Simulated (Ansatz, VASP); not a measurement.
## AlCu3: VASP beside Ansatz

```xyz
4
Lattice="3.4993 0.0000 0.0000 0.0000 3.4993 0.0000 0.0000 0.0000 3.4993" Properties=species:S:1:pos:R:3 pbc="T T T"
Al    0.0000    0.0000    0.0000
Cu    1.7497    1.6748    0.0000
Cu    1.7497    0.0000    1.7497
Cu    0.0000    1.8245    1.7497
```

Change from the starting cell: mode 5 frozen in at -0.077 Å, equal normal strain along x, y and z -0.0250.

Alike in both runs: task single point; functional LDA; k mesh 12 × 12 × 12; occupations gaussian, width 0.15 eV; no spin polarisation.

```csv
,VASP,Ansatz
version,VASP 6.6.1,Ansatz 0.2.0
potentials or method,"VASP PAW LDA potentials, release 64 (Al, Cu), cutoff 520 eV","scalar-relativistic, plane waves, PAW"
valence electrons in the cell,36,60
```

|  | VASP | Ansatz | Ansatz less VASP |
| --- | --- | --- | --- |
| gap on the k mesh at the Fermi level (eV) | none | none | - |
| pressure (GPa) | 16.6 | 15.8 | -0.80 |
| traceless stress, the component that is largest in VASP (GPa) | 0.07 | 0.07 | +0.005 |
| rms of the force components (eV/Å) | 0.282 | 0.279 | -0.0031 |

Ansatz warns that its potentials were made for another functional, while VASP's fit it. LDA's correlation is that of Perdew and Zunger in VASP and of Perdew and Wang (1992) in Ansatz. Atom by atom the forces differ by 0.003 eV/Å (rms over components). A gap of «none» marks a metal or a gap that the smearing closes. VASP's potentials hold 36 valence electrons a cell and Ansatz's 60, so a difference there can come from the potentials and not from the codes.
